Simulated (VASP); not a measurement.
Wanted: the native input for a VASP 6.6.1 run.

* Task: single point
* Functional: BLYP
* Potentials or basis: VASP PAW PBE potentials, release 64 (Pt)
* Cutoff: 520 eV
* k mesh: 15 × 15 × 15
* Occupations: fermi-dirac, width 0.1 eV
* Spin: no spin polarisation
* Dipole correction: no
* Further INCAR settings: ALGO = Normal; EDIFF = 1e-07; NBANDS = 11

The structure of Pt lies in POSCAR:

```
Pt
1.0
   -1.5709839843      1.5709839843      1.5709839843
    1.5709839843     -1.5709839843      1.5709839843
    1.5709839843      1.5709839843     -1.5709839843
Pt
1
Direct
    0.0000000000      0.0000000000      0.0000000000
```

This cell differs from its parent crystal: volume scaled by 0.92.

These files were run (other wordings do the same):

INCAR

```
AGGAC = 1.0 ; AGGAX = 1.0
ALDAC = 0.0 ; ALDAX = 1.0
ALGO = Normal ; EDIFF = 1E-7
ENCUT = 520 ; GGA = B5
ISIF = 2 ; ISMEAR = -1
LASPH = T ; LCHARG = F
LREAL = F ; LWAVE = F
NBANDS = 11 ; NELM = 100
PREC = Accurate ; SIGMA = 0.1
```

KPOINTS

```
k-points
0
Gamma
  15 15 15
```

Potentials or basis: VASP PAW PBE potentials, release 64 (Pt).

Command:

```bash
$ cat potpaw_PBE.64/Pt/POTCAR > POTCAR
$ mpirun -np 1 vasp_std > vasp.out
```

Results of the run:

- Pressure: 21.1 GPa
- Band gap on the k mesh: zero (band 5 reaches 12.11 eV, above the bottom of band 6 at 9.93 eV)

Caveat: the PAW data sets were made with another functional, which shifts forces and pressure a little; spin-orbit coupling is left out, which moves the levels of the heavy elements.

It took 7.6 s on 1 thread of Intel(R) Xeon(R) 6975P-C (Granite Rapids), with other jobs on the host, peak memory 0.13 GiB.
